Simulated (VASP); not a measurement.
# Mg2C3 (C2/m) in VASP: notebook

Runs on Mg2C3. Level: PBE+D3(BJ). Tasks: single point, relaxation of cell and atoms.

Program: VASP 6.6.1. These are calculated values, not measurements. Logs are shortened: lines on timing, memory, paths and dates and some standing lists are left out, and cuts for length are marked.

## 1. The cell of the first run

It takes space group C2/m (No. 12, monoclinic). Conventional cell: a = 4.775 Å, b = 4.637 Å, c = 4.971 Å, α = 90.00°, β = 104.04°, γ = 90.00°. Within 3.5 Å of Mg (site symmetry m) lie 11 C at 2.23 to 3.43 Å and 9 Mg at 3.00 to 3.33 Å. C (site symmetry m) has 1 C at 1.33 Å within 1.8 Å. C (site symmetry 2/m) has 2 C at 1.33 Å within 1.8 Å.

## 2. Single point, PBE+D3(BJ)

Input file INCAR:

```
PREC = Accurate
ENCUT = 520
EDIFF = 1E-7
ISMEAR = 0
SIGMA = 0.02
LREAL = False
LASPH = True
NELM = 100
ALGO = Normal
ISIF = 2
LWAVE = False
LCHARG = True
GGA = PE
IVDW = 12
LELF = True
LVHAR = True
NBANDS = 16
```

Input file KPOINTS:

```
Automatic mesh
0
Gamma
  8 8 6
```

Input file POSCAR:

```
Mg2C3
1.0
    2.3872889362     -2.3186795727      0.0016428785
    2.3872889362      2.3186795727      0.0016428785
   -1.2093701025      0.0000000000      4.8218369308
Mg C
2 3
Direct
    0.8093342304      0.8093342304      0.1994950826
    0.1906657696      0.1906657696      0.8005049174
    0.3005381361      0.3005381361      0.2619550875
    0.6994618639      0.6994618639      0.7380449125
    0.5000000000      0.5000000000      0.5000000000
```

Potentials or basis: VASP PAW PBE potentials, release 64 (Mg, C).

Launch:

```console
$ cat potpaw_PBE.64/Mg/POTCAR potpaw_PBE.64/C/POTCAR > POTCAR
$ mpirun -np 1 vasp_std > vasp.out
```

OUTCAR:

```text
PREC = Accurate
   ENCUT = 520
   EDIFF = 1E-7
   ISMEAR = 0
   LREAL = False
   LASPH = True
   NELM = 100
   ISIF = 2
   GGA = PE
   IVDW = 12
 IVDW          = 12

 ion  position               nearest neighbor table
   1  0.809  0.809  0.199-   4 2.23   3 2.29   3 2.34   3 2.34   5 2.34   3 2.52   5 2.79   5 2.79
                             4 2.85   2 3.00   2 3.01   2 3.01   2 3.10   2 3.13
   2  0.191  0.191  0.801-   3 2.23   4 2.29   4 2.34   4 2.34   5 2.34   4 2.52   5 2.79   5 2.79
                             3 2.85   1 3.00   1 3.01   1 3.01   1 3.10   1 3.13
   3  0.301  0.301  0.262-   5 1.33   2 2.23   1 2.29   1 2.34   1 2.34   1 2.52   2 2.85
   4  0.699  0.699  0.738-   5 1.33   1 2.23   2 2.29   2 2.34   2 2.34   2 2.52   1 2.85
   5  0.500  0.500  0.500-   3 1.33   4 1.33   1 2.34   2 2.34   2 2.79   2 2.79   1 2.79   1 2.79

  LATTYP: Found a base centered monoclinic cell.
 ALAT       =     4.7745790030
 B/A-ratio  =     0.9712603232
 C/A-ratio  =     1.0411778114
 COS(beta)  =    -0.2426084250

  Lattice vectors:

 A1 = (   2.3872889362,  -2.3186795727,   0.0016428785)
 A2 = (   2.3872889362,   2.3186795727,   0.0016428785)
 A3 = (  -1.2093701025,   0.0000000000,   4.8218369308)

Analysis of symmetry for initial positions (statically):
=====================================================================
 Subroutine PRICEL returns:
 Original cell was already a primitive cell.

 Routine SETGRP: Setting up the symmetry group for a
 base centered monoclinic supercell.

 Subroutine GETGRP returns: Found  4 space group operations
 (whereof  4 operations were pure point group operations)
 out of a pool of  4 trial point group operations.

The static configuration has the point symmetry C_2h.

Analysis of symmetry for dynamics (positions and initial velocities):
=====================================================================
 Subroutine PRICEL returns:
 Original cell was already a primitive cell.

 Routine SETGRP: Setting up the symmetry group for a
 base centered monoclinic supercell.

 Subroutine GETGRP returns: Found  4 space group operations
 (whereof  4 operations were pure point group operations)
 out of a pool of  4 trial point group operations.

The dynamic configuration has the point symmetry C_2h.

 Subroutine INISYM returns: Found  4 space group operations
 (whereof  4 operations are pure point group operations),
 and found     1 'primitive' translations

----------------------------------------------------------------------------------------

                                     Primitive cell

  volume of cell :      53.3904

  direct lattice vectors                    reciprocal lattice vectors
     2.387288936 -2.318679573  0.001642878     0.209406455 -0.215639973  0.052521458
     2.387288936  2.318679573  0.001642878     0.209406455  0.215639973  0.052521458
    -1.209370103  0.000000000  4.821836931    -0.000142696  0.000000000  0.207354052

  length of vectors
     3.327976281  3.327976281  4.971185717     0.305139583  0.305139583  0.207354101

  position of ions in fractional coordinates (direct lattice)
     0.809334230  0.809334230  0.199495083
     0.190665770  0.190665770  0.800504917
     0.300538136  0.300538136  0.261955087
     0.699461864  0.699461864  0.738044913
     0.500000000  0.500000000  0.500000000

  ion indices of the primitive-cell ions
   primitive index   ion index
                 1           1
                 2           2
                 3           3
                 4           4
                 5           5

----------------------------------------------------------------------------------------

 KPOINTS: Automatic mesh

Automatic generation of k-mesh.
 Grid dimensions read from file:
 generate k-points for:    8    8    6

 Generating k-lattice:

  Cartesian coordinates                     Fractional coordinates (reciprocal lattice)
     0.026175807 -0.026954997  0.006565182     0.125000000  0.000000000  0.000000000
     0.026175807  0.026954997  0.006565182     0.000000000  0.125000000  0.000000000
    -0.000023783  0.000000000  0.034559009     0.000000000  0.000000000  0.166666667

  Length of vectors
     0.038142448  0.038142448  0.034559017

  Shift w.r.t. Gamma in fractional coordinates (k-lattice)
     0.000000000  0.000000000  0.000000000

 Subroutine IBZKPT returns following result:
 ===========================================

 Found    114 irreducible k-points:

 Following reciprocal coordinates:
            Coordinates               Weight
  0.000000  0.000000  0.000000      1.000000
  0.125000 -0.000000  0.000000      4.000000
  0.250000 -0.000000  0.000000      4.000000
  0.375000  0.000000  0.000000      4.000000
  0.500000 -0.000000  0.000000      2.000000
  0.125000  0.125000  0.000000      2.000000
[... 16 lines left out ...]
  0.125000 -0.000000  0.166667      4.000000
  0.250000 -0.000000  0.166667      4.000000
 [... further k-points ...]
   k-points           NKPTS =    114   k-points in BZ     NKDIM =    114   number of bands    NBANDS=     16
   number of dos      NEDOS =    301   number of ions     NIONS =      5
   total plane-waves  NPLWV =  31360
   dimension x,y,z NGX =    28 NGY =   28 NGZ =   40
   dimension x,y,z NGXF=    56 NGYF=   56 NGZF=   80
   ions per type =               2   3
   NGX,Y,Z   is equivalent  to a cutoff of  13.99, 13.99, 13.38 a.u.
   NGXF,Y,Z  is equivalent  to a cutoff of  27.97, 27.97, 26.75 a.u.
 SYSTEM =  unknown system
   PREC   = accura    normal or accurate (medium, high low for compatibility)
   ISTART =      0    job   : 0-new  1-cont  2-samecut
   ICHARG =      2    charge: 1-file 2-atom 10-const
   ISPIN  =      1    spin polarized calculation?
   LNONCOLLINEAR =      F non collinear calculations
   LSORBIT =      F    spin-orbit coupling
   LASPH  =      T    aspherical Exc in radial PAW
   ENCUT  =  520.0 eV  38.22 Ry    6.18 a.u.   6.19  6.19  9.24*2*pi/ulx,y,z
   NELM   =    100;   NELMIN=  2; NELMDL= -5     # of ELM steps
   EDIFF  = 0.1E-06   stopping-criterion for ELM
   LREAL  =      F    real-space projection
   EDIFFG = 0.1E-05   stopping-criterion for IOM
   NSW    =      0    number of steps for IOM
   IBRION =     -1    ionic relax: 0-MD 1-quasi-New 2-CG
   NFREE  =      0    steps in history (QN), initial steepest desc. (CG)
   ISIF   =      2    stress and relaxation
   ISYM   =      2    0-nonsym 1-usesym 2-fastsym
   POTIM  = 0.5000    time-step for ionic-motion
   TEBEG  =    0.0;   TEEND  =   0.0 temperature during run
   PSTRESS=    0.0 pullay stress
   NELECT =      16.0000    total number of electrons
   NUPDOWN=      -1.0000    fix difference up-down
   EMIN   =  10.00;   EMAX   =-10.00  energy-range for DOS
   EFERMI =   0.00;   METHOD = LEGACY
   ISMEAR =     0;   SIGMA  =   0.02  broadening in eV -4-tet -1-fermi 0-gaus
   EFERMI_NEDOS =   21; number of points for ismear=-14 and -15
   IALGO  =     38    algorithm
   IMIX   =      4    mixing-type and parameters
     AMIX     =   0.40;   BMIX     =  1.00
     AMIX_MAG =   1.60;   BMIX_MAG =  1.00
  volume/ion in A,a.u.               =      10.68        72.06
  Fermi-wavevector in a.u.,A,eV,Ry     =   1.095537  2.070265 16.329734  1.200202
  Thomas-Fermi vector in A             =   2.231863
   LORBIT       =      0    0 simple, 1 ext, 2 COOP (PROOUT), +10 PAW based schemes
   GGA     = PE    functional components
   LHFCALC =     F    Hartree Fock is set to
   AEXX    =    0.0000 exact exchange contribution
   IVDW    =    12    specifies the selected vdW correction
   LEPSILON=     F    determine dielectric tensor
   LRPA    =     F    only Hartree local field effects (RPA)
 non-spin polarized calculation
 Gauss-broadening in eV      SIGMA  =   0.02
  energy-cutoff  :      520.00
  volume of cell :       53.39
 maximum number of plane-waves:      1456
 NGX is ok and might be reduce to    28
   NGX = 13   NGY = 13   NGZ = 19

 number of electron      15.9999999 magnetization

 Free energy of the ion-electron system (eV)
  ---------------------------------------------------
  ext. energy  EPLUGINS =         0.00000000
  ---------------------------------------------------
  free energy    TOTEN  =       -29.60543978 eV

  energy without entropy =      -29.60543978  energy(sigma->0) =      -29.60543978

 E-fermi :   4.9441     XC(G=0): -10.5003

 val. band max:        4.8053164177   @ k =  -0.0000  -0.0000   0.5000
 cond. band min:       6.5056556152   @ k =   0.5000   0.5000   0.0000
 fundamental gap:      1.7003391974
 Fermi energy:         4.9441364451

 k-point     1 :       0.0000    0.0000    0.0000
  band No.  band energies     occupation
      1     -11.3372      2.00000
      2      -7.3474      2.00000
      3      -2.7367      2.00000
      4       0.6731      2.00000
      5       1.4218      2.00000
      6       1.8131      2.00000
[... 8 lines left out ...]
     15      14.1463      0.00000
     16      15.3273      0.00000

 k-point     2 :       0.1250   -0.0000    0.0000
  band No.  band energies     occupation
      1     -11.2502      2.00000
      2      -7.3338      2.00000
      3      -2.6075      2.00000
      4       0.3094      2.00000
      5       1.1430      2.00000
      6       1.6996      2.00000
[... 8 lines left out ...]
     15      13.8301      0.00000
     16      15.3864      0.00000

 k-point     3 :       0.2500   -0.0000    0.0000
  band No.  band energies     occupation
      1     -11.0226      2.00000
      2      -7.3155      2.00000
      3      -2.2977      2.00000
      4      -0.5844      2.00000
      5       0.9214      2.00000
      6       1.5719      2.00000
[... 8 lines left out ...]
     15      13.7829      0.00000
     16      15.4592      0.00000
[... 362 lines left out ...]
 k-point    23 :       0.1250   -0.0000    0.1667
  band No.  band energies     occupation
      1     -11.2004      2.00000
      2      -7.5240      2.00000
      3      -2.1627      2.00000
      4       0.0665      2.00000
      5       1.0245      2.00000
      6       1.4023      2.00000
[... 8 lines left out ...]
     15      13.8949      0.00000
     16      15.7859      0.00000

 k-point    24 :       0.2500   -0.0000    0.1667
  band No.  band energies     occupation
      1     -10.9721      2.00000
      2      -7.4892      2.00000
      3      -1.6615      2.00000
      4      -0.9901      2.00000
      5       0.5335      2.00000
      6       1.3676      2.00000
[... 8 lines left out ...]
     15      14.4798      0.00000
     16      15.2475      0.00000

 [... further k-points ...]

------------------------ aborting loop because EDIFF is reached ----------------------------------------

 Edisp (eV)   -1.22795

 E8    (eV) :    -0.4699

  FORCE on cell =-STRESS in cart. coord.  units (eV):
  Direction    XX          YY          ZZ          XY          YZ          ZX
  --------------------------------------------------------------------------------------
  -------------------------------------------------------------------------------------
  Total      -0.09356    -0.11650     0.01997     0.00000     0.00000     0.09146
  in kB      -2.80761    -3.49606     0.59925     0.00000     0.00000     2.74470
  external pressure =       -1.90 kB  Pullay stress =        0.00 kB

 VOLUME and BASIS-vectors are now :
 -----------------------------------------------------------------------------
  energy-cutoff  :      520.00
  volume of cell :       53.39
      direct lattice vectors                 reciprocal lattice vectors
     2.387288936 -2.318679573  0.001642878     0.209406455 -0.215639973  0.052521458
     2.387288936  2.318679573  0.001642878     0.209406455  0.215639973  0.052521458
    -1.209370103  0.000000000  4.821836931    -0.000142696  0.000000000  0.207354052

 POSITION                                       TOTAL-FORCE (eV/Angst)
 -----------------------------------------------------------------------------------
      3.62297      0.00000      0.96459        -0.005766      0.000000     -0.005158
     -0.05776      0.00000      3.86053         0.005766      0.000000      0.005158
      1.11814      0.00000      1.26409        -0.027054      0.000000     -0.046028
      2.44707      0.00000      3.56103         0.027054      0.000000      0.046028
      1.78260      0.00000      2.41256        -0.000000      0.000000      0.000000
 -----------------------------------------------------------------------------------
    total drift:                               -0.000000      0.000000      0.000000

  FREE ENERGIE OF THE ION-ELECTRON SYSTEM (eV)
  ---------------------------------------------------
  free  energy   TOTEN  =       -30.8333887061 eV

  energy  without entropy=      -30.8333887061  energy(sigma->0) =      -30.83338871
```

Wall time 2.1 min (1 thread of Intel Xeon Platinum 8259CL at 2.50GHz (Skylake/Cascade Lake), shared host); peak memory 0.25 GiB.

What came out:

* Free energy: -30.8334 eV
* Pressure: -0.2 GPa
* Largest force: 0.053 eV/Å
* Band gap on the k mesh: 1.70 eV (least direct gap 2.41 eV)
* Dispersion energy per atom: -0.246 eV

Forces in eV/Å, atoms in the order of the input:
```
Mg  -0.006  0.000 -0.005
Mg   0.006  0.000  0.005
C   -0.027  0.000 -0.046
C    0.027  0.000  0.046
C    0.000  0.000  0.000
```

Stress tensor (GPa, compression positive):
```
-0.28  0.00  0.27
 0.00 -0.35  0.00
 0.27  0.00  0.06
```

Levels at points of the mesh, in eV from the valence-band top:
| k point | band 6 | band 7 | band 8 | band 9 | band 10 | band 11 |
| --- | --- | --- | --- | --- | --- | --- |
| (0.00, 0.00, 0.00) | -2.99 | -1.49 | -0.72 | 3.52 | 3.56 | 4.12 |
| (0.50, 0.00, 0.00) | -3.21 | -3.21 | -0.16 | 2.99 | 4.63 | 6.40 |
| (0.50, 0.50, 0.00) | -3.79 | -2.44 | -1.23 | 1.70 | 2.08 | 3.14 |
| (0.00, 0.00, 0.50) | -3.56 | -0.96 | 0.00 | 3.15 | 3.45 | 4.21 |
| (0.50, 0.00, 0.50) | -3.17 | -1.34 | -0.25 | 2.17 | 3.87 | 5.91 |
| (0.50, 0.50, 0.50) | -3.98 | -3.01 | -2.09 | 2.07 | 3.55 | 5.51 |

[end of part 1 of 2]
